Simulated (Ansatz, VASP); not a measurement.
Two plane-wave programs on Si4IrPd

File INCAR:

```
SYSTEM = Si4IrPd
PREC = Accurate
ENCUT = 600
EDIFF = 1E-6
ISMEAR = 0
SIGMA = 0.2
LREAL = .False.
LASPH = .True.
NELM = 100
ALGO = Normal
ISIF = 3
LWAVE = .False.
LCHARG = .False.
GGA = PE
IBRION = 2
NSW = 36
EDIFFG = -0.08
```

KPOINTS

```
regular mesh
0
Gamma
  4 4 4
  0 0 0
```

The input POSCAR:

```
Si4IrPd
1.0
   -2.7800000000      2.7800000000      5.5600000000
    2.7800000000     -2.7800000000      5.5600000000
    2.7800000000      2.7800000000     -5.5600000000
Si Pd Ir
8 2 2
Direct
    0.6250000000      0.6250000000      0.5000000000
    0.1250000000      0.6250000000      0.0000000000
    0.6250000000      0.1250000000      0.0000000000
    0.1250000000      0.1250000000      0.5000000000
    0.8750000000      0.3750000000      0.0000000000
    0.3750000000      0.8750000000      0.0000000000
    0.8750000000      0.8750000000      0.5000000000
    0.3750000000      0.3750000000      0.5000000000
    0.2500000000      0.7500000000      0.5000000000
    0.5000000000      0.5000000000      0.0000000000
    0.7500000000      0.2500000000      0.5000000000
    0.0000000000      0.0000000000      0.0000000000
```

Input for Ansatz:

```yaml
crystal:
  lattice:
    - [-2.78, 2.78, 5.56]
    - [2.78, -2.78, 5.56]
    - [2.78, 2.78, -5.56]
  atoms:
    - { symbol: Si, position: [0.625, 0.625, 0.5] }
    - { symbol: Si, position: [0.125, 0.625, 0.0] }
    - { symbol: Si, position: [0.625, 0.125, 0.0] }
    - { symbol: Si, position: [0.125, 0.125, 0.5] }
    - { symbol: Si, position: [0.875, 0.375, 0.0] }
    - { symbol: Si, position: [0.375, 0.875, 0.0] }
    - { symbol: Si, position: [0.875, 0.875, 0.5] }
    - { symbol: Si, position: [0.375, 0.375, 0.5] }
    - { symbol: Pd, position: [0.25, 0.75, 0.5] }
    - { symbol: Pd, position: [0.5, 0.5, 0.0] }
    - { symbol: Ir, position: [0.75, 0.25, 0.5] }
    - { symbol: Ir, position: [0.0, 0.0, 0.0] }
basis:
  ecutwfc: 420
kpoints:
  mp_grid: { grid: [4, 4, 4] }
hamiltonian:
  xc: pbe
scf:
  occupations: { method: gaussian, width: 0.2 }
  lower_state_search: "off"
output:
  forces: true
  stress: true
  eigenvalues: true
relax:
  adjacent_minimum: "off"
  f_tol: 0.08
  max_steps: 16
  cell: { stress_tol: 0.8 }
```

Alike in both runs: task relaxation of cell and atoms; functional PBE; k mesh 4 × 4 × 4; occupations gaussian, width 0.2 eV; no spin polarisation.

|  | VASP | Ansatz |
| --- | --- | --- |
| version | VASP 6.6.1 | Ansatz 0.2.0 |
| potentials or method | VASP PAW PBE potentials, release 64 (Si, Pd, Ir), cutoff 600 eV | scalar-relativistic, plane waves, PAW |
| valence electrons in the cell | 70 | 102 |

|  | VASP | Ansatz | Ansatz less VASP |
| --- | --- | --- | --- |
| gap on the k mesh at the Fermi level, each at its own relaxed structure (eV) | none | none | - |
| relaxed volume (Å³/atom) | 15.80 | 15.80 | 0.000 |
| relaxed length of the cell vector where the two differ most in proportion (Å) | 7.032 | 7.029 | -0.0033 |

A gap of «none» marks a metal or a gap that the smearing closes. VASP's potentials hold 70 valence electrons a cell and Ansatz's 102, so a difference there can come from the potentials and not from the codes.

The k mesh is coarse, so the values compare programs but aren't converged. Neither program's run includes spin-orbit coupling.
